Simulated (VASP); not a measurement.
**HfO2: single point with PBEsol**

HfO2:

```
Hf O
1.0
     3.55802    0.00000    0.00000
     0.00000    3.55802    0.00000
     0.00000    0.00000    5.17186
Hf O
2 4
Direct
  0.50000 0.50000 0.50000
  0.00000 0.00000 0.00000
  0.00000 0.50000 0.69721
  0.50000 0.00000 0.80279
  0.50000 0.00000 0.30279
  0.00000 0.50000 0.19721
```

| Property | Result |
| --- | --- |
| Program | VASP 6.6.1 |
| Task | single point |
| Functional | PBEsol |
| Potentials or basis | VASP PAW PBE potentials, release 64 (Hf_pv, O) |
| Cutoff | 600 eV |
| k mesh | 6 × 6 × 4 |
| Occupations | gaussian, width 0.02 eV |
| Spin | no spin polarisation |

* Pressure: -1.6 GPa
* Largest force: 0.061 eV/Å
* Band gap on the k mesh: 4.63 eV, indirect (least direct gap 4.72 eV)

Forces on the atoms (eV/Å):
```
Hf   0.000  0.000  0.000
Hf   0.000  0.000  0.000
O    0.000  0.000  0.061
O    0.000  0.000 -0.061
O    0.000  0.000 -0.061
O    0.000  0.000  0.061
```

Stress tensor (GPa, compression positive):
```
-1.37  0.00  0.00
 0.00 -1.37  0.00
 0.00  0.00 -2.03
```

Levels at points of the mesh, in eV from the valence-band top:
```
           k point  band 19  band 20  band 21  band 22  band 23  band 24  band 25  band 26
(0.00, 0.00, 0.00)    -0.71    -0.12    -0.08    -0.08     4.63     4.67     5.92     6.15
(0.50, 0.00, 0.00)    -1.45    -1.45    -0.13    -0.13     5.06     5.06     6.12     6.12
(0.50, 0.50, 0.00)    -0.80    -0.80    -0.56    -0.56     5.71     5.71     6.10     6.10
(0.00, 0.00, 0.50)    -0.62    -0.62     0.00     0.00     5.33     5.33     5.64     5.64
(0.50, 0.00, 0.50)    -1.41    -1.41    -0.96    -0.96     5.20     5.20     5.58     5.58
(0.50, 0.50, 0.50)    -1.43    -1.43    -0.05    -0.05     5.93     5.93     6.26     6.26
```

It took 75 s on 1 thread of AMD EPYC 7R13 Processor (Zen 3) (shared host), peak memory 0.18 GiB.

Caveat: the PAW data sets were made with another functional, which shifts forces and pressure a little; spin-orbit coupling is left out, which moves the levels of the heavy elements. A k mesh can miss the band edges.
